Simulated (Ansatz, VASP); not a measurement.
**SiNi: VASP beside Ansatz**

Contents of INCAR:

```
SYSTEM = SiNi
PREC = Accurate
ENCUT = 520
EDIFF = 1E-6
ISMEAR = 0
SIGMA = 0.15
LREAL = Auto
LASPH = .TRUE.
NELM = 60
ALGO = Fast
ISIF = 2
LWAVE = .FALSE.
LCHARG = .FALSE.
GGA = PS
NBANDS = 70
```

Contents of KPOINTS:

```
Automatic mesh
0
G
  9 9 5
  0 0 0
```

The input POSCAR:

```
SiNi
1.0
    0.0000000000     -4.4679769961      0.0000000000
    0.0000000000      0.0000000000     -4.4679769961
   10.9359539923      0.0000000000      0.0000000000
Si Ni
8 8
Direct
    0.1535354713      0.1535354713      0.1415510294
    0.1535354713      0.1535354713      0.5501095327
    0.8464645287      0.6535354713      0.0627282223
    0.8464645287      0.6535354713      0.4712867257
    0.3464645287      0.8464645287      0.7543887844
    0.3464645287      0.8464645287      0.3458302811
    0.6535354713      0.3464645287      0.6755659774
    0.6535354713      0.3464645287      0.2670074740
    0.8510095113      0.8510095113      0.6737090861
    0.8510095113      0.8510095113      0.2651505827
    0.1489904887      0.3510095113      0.7562456757
    0.1489904887      0.3510095113      0.3476871723
    0.6489904887      0.1489904887      0.0608713310
    0.6489904887      0.1489904887      0.4694298344
    0.3510095113      0.6489904887      0.1434079207
    0.3510095113      0.6489904887      0.5519664240
```

Input for Ansatz:

```yaml
crystal:
  lattice:
    - [0.0, -4.4679769961, 0.0]
    - [0.0, 0.0, -4.4679769961]
    - [10.9359539923, 0.0, 0.0]
  atoms:
    - { symbol: Si, position: [0.1535354713, 0.1535354713, 0.1415510294] }
    - { symbol: Si, position: [0.1535354713, 0.1535354713, 0.5501095327] }
    - { symbol: Si, position: [0.8464645287, 0.6535354713, 0.0627282223] }
    - { symbol: Si, position: [0.8464645287, 0.6535354713, 0.4712867257] }
    - { symbol: Si, position: [0.3464645287, 0.8464645287, 0.7543887844] }
    - { symbol: Si, position: [0.3464645287, 0.8464645287, 0.3458302811] }
    - { symbol: Si, position: [0.6535354713, 0.3464645287, 0.6755659774] }
    - { symbol: Si, position: [0.6535354713, 0.3464645287, 0.267007474] }
    - { symbol: Ni, position: [0.8510095113, 0.8510095113, 0.6737090861] }
    - { symbol: Ni, position: [0.8510095113, 0.8510095113, 0.2651505827] }
    - { symbol: Ni, position: [0.1489904887, 0.3510095113, 0.7562456757] }
    - { symbol: Ni, position: [0.1489904887, 0.3510095113, 0.3476871723] }
    - { symbol: Ni, position: [0.6489904887, 0.1489904887, 0.060871331] }
    - { symbol: Ni, position: [0.6489904887, 0.1489904887, 0.4694298344] }
    - { symbol: Ni, position: [0.3510095113, 0.6489904887, 0.1434079207] }
    - { symbol: Ni, position: [0.3510095113, 0.6489904887, 0.551966424] }
basis:
  ecutwfc: 420
kpoints:
  mp_grid: { grid: [9, 9, 5] }
hamiltonian:
  xc: pbesol
scf:
  occupations: { method: gaussian, width: 0.15 }
output:
  forces: true
  stress: true
  eigenvalues: true
```

Alike in both runs: task single point; functional PBEsol; k mesh 9 × 9 × 5; occupations gaussian, width 0.15 eV; no spin polarisation.

|  | VASP | Ansatz |
| --- | --- | --- |
| version | VASP 6.6.1 | Ansatz 0.2.0 |
| potentials or method | VASP PAW PBE potentials, release 64 (Si, Ni), cutoff 520 eV | scalar-relativistic, plane waves, PAW |
| valence electrons in the cell | 112 | 176 |

```tsv
	VASP	Ansatz	Ansatz less VASP
gap on the k mesh at the Fermi level (eV)	none	none	-
pressure (GPa)	-6.7	-7.0	-0.31
traceless stress, the component that is largest in VASP (GPa)	4.10	4.19	+0.087
rms of the force components (eV/Å)	0.473	0.482	+0.0090
```

VASP's potentials were made for PBE, not for PBEsol. Atom by atom the forces differ by 0.010 eV/Å (rms over components). A gap of «none» marks a metal or a gap that the smearing closes. VASP's potentials hold 112 valence electrons a cell and Ansatz's 176, so a difference there can come from the potentials and not from the codes.
